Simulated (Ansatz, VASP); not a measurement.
**Two plane-wave programs on CoO**

```xyz
2
Lattice="1.5055 0.8692 2.4399 -1.5055 0.8692 2.4399 0.0000 -1.7384 2.4399" Properties=species:S:1:pos:R:3 pbc="T T T"
Co    0.0000    0.0000    0.0000
O     0.0000    0.0000    3.6599
```

Alike in both runs: task single point; functional PBE; k mesh 11 × 11 × 11; occupations fermi-dirac, width 0.05 eV; collinear spin.

|  | VASP | Ansatz |
| --- | --- | --- |
| version | VASP 6.6.1 | Ansatz 0.2.0 |
| potentials or method | VASP PAW PBE potentials, release 64 (Co, O) | Ansatz PAW |
| plane-wave cutoff (eV) | 520 | 420 |
| valence electrons in the cell | 15 | 23 |

Ansatz gave:

| Item | Value |
| --- | --- |
| gap on the k mesh at the Fermi level (eV) | none |
| pressure (GPa) | 0.0 |
| traceless stress, the component that is largest in VASP (GPa) | -0.30 |
| net moment per atom (μB) | 1.45 |
| size of the moment on the site where the two differ most (μB) | 2.47 |

Which values does VASP return?

gap on the k mesh at the Fermi level (eV): none; pressure (GPa): -0.6; traceless stress, the component that is largest in VASP (GPa): -0.27; net moment per atom (μB): 1.44; size of the moment on the site where the two differ most (μB): 2.54.

Site moments also hang on the region over which each program counts them. A gap of «none» marks a metal or a gap that the smearing closes. VASP's potentials hold 15 valence electrons a cell and Ansatz's 23, so a difference there can come from the potentials and not from the codes.
